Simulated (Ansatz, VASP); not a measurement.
SiC in VASP and in Ansatz

```
Si C
1.0
     0.00000    2.23500    2.23500
     2.23500    0.00000    2.23500
     2.23500    2.23500    0.00000
Si C
1 1
Direct
  0.00000 0.00000 0.00000
  0.75000 0.75000 0.75000
```

Alike in both runs: task single point; functional PBE; k mesh 12 × 12 × 12; occupations gaussian, width 0.02 eV; no spin polarisation.

```csv
,VASP,Ansatz
version,VASP 6.6.1,Ansatz 0.2.0
potentials or method,"VASP PAW PBE potentials, release 64 (Si, C), cutoff 520 eV","scalar-relativistic, plane waves, PAW"
valence electrons in the cell,8,8
```

|  | VASP | Ansatz | Ansatz less VASP |
| --- | --- | --- | --- |
| gap on the k mesh at the Fermi level (eV) | 1.42 | 1.42 | +0.001 |
| least direct gap on the mesh (eV) | 4.46 | 4.46 | +0.002 |
| pressure (GPa) | -11.6 | -11.5 | +0.03 |
